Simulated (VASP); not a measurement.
Crystal: CdS.

```
CELL_PARAMETERS angstrom
0.00000 2.75324 2.75324
2.75324 0.00000 2.75324
2.75324 2.75324 0.00000
ATOMIC_POSITIONS crystal
Cd 0.00000 0.00000 0.00000
S 0.50000 0.50000 0.50000
```

```yaml
Program: VASP 6.6.1
Task: relaxation of cell and atoms
Functional: PBE
Dispersion: D3(BJ)
Potentials_or_basis: VASP PAW PBE potentials, release 64 (Cd_sv_GW, S)
Cutoff: 540 eV
k_mesh: 8 × 8 × 8
Occupations: fermi-dirac, width 0.05 eV
Spin: no spin polarisation
```

At the start: pressure -4.6 GPa; volume 20.87 Å³/atom.

**Question.** How do energy, volume and symmetry change on relaxing?

**Answer.** Over 3 steps the energy falls by 18.1 meV/atom and the volume is 19.68 Å³/atom (-5.7 %); space group Fm-3m (No. 225, to 0.05 Å).

Step by step:
```csv
step,energy change (eV),largest force (eV/Å),pressure (GPa),volume (Å³)
1,0.0000,0.0000,-4.60,41.74
2,-0.0264,0.0000,2.83,38.22
3,-0.0361,0.0000,0.00,39.36
```

Final structure:
```
Cd S
1.0
     0.00000    2.69993    2.69993
     2.69993    0.00000    2.69993
     2.69993    2.69993    0.00000
Cd S
1 1
Direct
  0.00000 0.00000 0.00000
  0.50000 0.50000 0.50000
```
